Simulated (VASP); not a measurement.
# Cu: single point with PBE+D3(BJ)

The system is Cu, a slab with vacuum.

```
CELL_PARAMETERS angstrom
5.03802 4.36306 0.00000
-6.29753 2.18153 0.00000
0.00000 0.00000 23.91355
ATOMIC_POSITIONS crystal
Cu 0.14286 0.71429 0.29272
Cu 0.00000 0.00000 0.29272
Cu 0.28571 0.42857 0.29272
Cu 0.57143 0.85714 0.29272
Cu 0.42857 0.14286 0.29272
Cu 0.71429 0.57143 0.29272
Cu 0.85714 0.28571 0.29272
Cu 0.33321 0.66658 0.37984
Cu 0.19205 0.95164 0.37944
Cu 0.47693 0.38327 0.37944
Cu 0.76199 0.80949 0.37984
Cu 0.61908 0.09536 0.37984
Cu 0.90476 0.52381 0.37769
Cu 0.04530 0.23652 0.37944
Cu 0.52373 0.61953 0.46643
Cu 0.38152 0.90484 0.46643
Cu 0.66803 0.33754 0.46422
Cu 0.95522 0.76054 0.46422
Cu 0.80904 0.04705 0.46643
Cu 0.09103 0.47335 0.46422
Cu 0.23810 0.19048 0.46339
```

* Program: VASP 6.6.1
* Task: single point
* Functional: PBE
* Dispersion: D3(BJ)
* Potentials or basis: VASP PAW PBE potentials, release 64 (Cu)
* Cutoff: 520 eV
* k mesh: 6 × 6 × 1
* Occupations: methfessel-paxton, width 0.1 eV
* Spin: no spin polarisation
* Dipole correction: yes
* Further INCAR settings: LREAL = Auto; ALGO = Normal; EDIFF = 1e-07; NBANDS = 132

* Largest force: 0.264 eV/Å
* Dispersion energy per atom: -0.395 eV

Forces in eV/Å, atoms in the order of the input:
```
Cu   0.010  0.048 -0.044
Cu   0.009 -0.003  0.031
Cu  -0.007 -0.006  0.031
Cu   0.000  0.000  0.068
Cu  -0.002  0.009  0.031
Cu  -0.046 -0.015 -0.044
Cu   0.036 -0.032 -0.044
Cu   0.017  0.028 -0.093
Cu  -0.049  0.010 -0.160
Cu   0.016 -0.047 -0.160
Cu  -0.033  0.000 -0.093
Cu   0.016 -0.029 -0.093
Cu   0.000  0.000  0.075
Cu   0.033  0.037 -0.160
Cu  -0.020 -0.011 -0.018
Cu   0.000  0.023 -0.018
Cu   0.107 -0.111  0.148
Cu  -0.150 -0.037  0.148
Cu   0.020 -0.011 -0.018
Cu   0.043  0.149  0.148
Cu   0.000  0.000  0.264
```

Levels at points of the mesh, in eV from the Fermi level:
```
           k point  band 111  band 112  band 113  band 114  band 115  band 116  band 117  band 118  band 119  band 120
(0.00, 0.00, 0.00)     -0.99     -0.99     -0.98     -0.98     -0.22     -0.21     -0.21     -0.21     -0.19     -0.19
(0.50, 0.00, 0.00)     -1.38     -1.19     -1.18     -0.34     -0.33      0.00      1.18      1.32      1.34      1.43
```

Wall time 98 min on 1 thread of AMD EPYC 7R43 64-Core Processor (Zen 3), with other jobs on the host, peak memory 1.1 GiB.
